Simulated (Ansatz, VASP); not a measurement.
**Two plane-wave programs on AsRu3**

```
As Ru
1.0
     4.42403    0.00000    0.00000
     0.00000    5.50304    0.00000
     0.00000    0.00000    4.65547
As Ru
2 6
Direct
  0.00000 0.00000 0.67000
  0.50000 0.50000 0.33000
  0.00000 0.25000 0.16700
  0.00000 0.75000 0.16700
  0.50000 0.75000 0.83300
  0.50000 0.25000 0.83300
  0.50000 0.00000 0.33000
  0.00000 0.50000 0.67000
```

Alike in both runs: task single point; functional PBE; k mesh 4 × 4 × 4; occupations gaussian, width 0.1 eV; no spin polarisation.

```csv
,VASP,Ansatz
version,VASP 6.6.1,Ansatz 0.2.0
potentials or method,"VASP PAW PBE potentials, release 64 (As, Ru_pv), cutoff 500 eV","scalar-relativistic, plane waves, PAW"
valence electrons in the cell,94,126
```

```csv
,VASP,Ansatz,Ansatz less VASP
gap on the k mesh at the Fermi level (eV),none,none,-
pressure (GPa),-1.9,-2.0,-0.10
"traceless stress, the component that is largest in VASP (GPa)",-3.08,-3.09,-0.008
rms of the force components (eV/Å),0.143,0.143,+0.0001
```

Atom by atom the forces differ by 0.002 eV/Å (rms over components). A gap of «none» marks a metal or a gap that the smearing closes. VASP's potentials hold 94 valence electrons a cell and Ansatz's 126, so a difference there can come from the potentials and not from the codes.
